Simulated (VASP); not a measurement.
Input of a VASP 6.6.1 run:

INCAR

```
PREC     = Accurate       # precision mode
ENCUT    = 520            # plane-wave cutoff, eV
EDIFF    = 1E-6           # SCF threshold, eV
ISMEAR   = 1              # smearing method
SIGMA    = 0.05           # smearing width, eV
LREAL    = False          # projectors in reciprocal space
LASPH    = True           # aspherical terms in the spheres
NELM     = 60             # most SCF steps
ALGO     = Normal         # electronic algorithm
ISIF     = 2              # what is computed and relaxed
LWAVE    = False          # write WAVECAR
LCHARG   = False          # write CHGCAR
GGA      = PS             # functional
NBANDS   = 10             # bands
```

File KPOINTS:

```
Automatic mesh
0
Gamma
  4 4 4
```

The input POSCAR:

```
Cs
1.0
    3.1616183207      0.0000000000      0.0000000000
    0.0000000000      3.1616183207      0.0000000000
    0.0000000000      0.0000000000      3.1616183207
Cs
1
Direct
    0.0000000000      0.0000000000      0.0000000000
```

Potentials or basis: VASP PAW PBE potentials, release 64 (Cs_sv).

Run with:

```console
$ cat potpaw_PBE.64/Cs_sv/POTCAR > POTCAR
$ mpirun -np 1 vasp_std > vasp.out
```

Question: Estimate the pressure.

Answer: 15.8 GPa.

Caveat: the k points lie up to 0.50 Å⁻¹ apart; the PAW data sets were made with another functional, which shifts forces and pressure a little.
